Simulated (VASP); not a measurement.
## Cu: single point with PBE

Cu:

```
Cu
1.0
     0.00000    1.81710    1.81710
     1.81710    0.00000    1.81710
     1.81710    1.81710    0.00000
Cu
1
Cartesian
  0.0000 0.0000 0.0000
```

* Program: VASP 6.6.1
* Task: single point
* Functional: PBE
* Potentials or basis: VASP PAW PBE potentials, release 64 (Cu)
* Cutoff: 520 eV
* k mesh: 4 × 4 × 4
* Occupations: fermi-dirac, width 0.15 eV
* Spin: no spin polarisation

* Pressure: 1.6 GPa

Levels at points of the mesh, in eV from the Fermi level:
| k point | band 2 | band 3 | band 4 | band 5 | band 6 | band 7 | band 8 | band 9 | band 10 | band 11 |
| --- | --- | --- | --- | --- | --- | --- | --- | --- | --- | --- |
| (0.00, 0.00, 0.00) | -3.46 | -3.46 | -3.46 | -2.66 | -2.66 | 22.02 | 24.54 | 24.54 | 24.54 | 27.01 |
| (0.50, 0.00, 0.00) | -3.49 | -3.49 | -2.10 | -2.10 | -1.40 | 3.21 | 20.52 | 21.37 | 21.37 | 24.40 |
| (0.50, 0.50, 0.00) | -4.81 | -2.12 | -1.96 | -1.96 | 1.06 | 6.54 | 12.51 | 12.51 | 16.96 | 19.54 |

It took 4 s on 1 thread of Intel Xeon 8259CL, on a shared host, peak memory 0.09 GiB.

Caveat: the k points lie up to 0.75 Å⁻¹ apart.
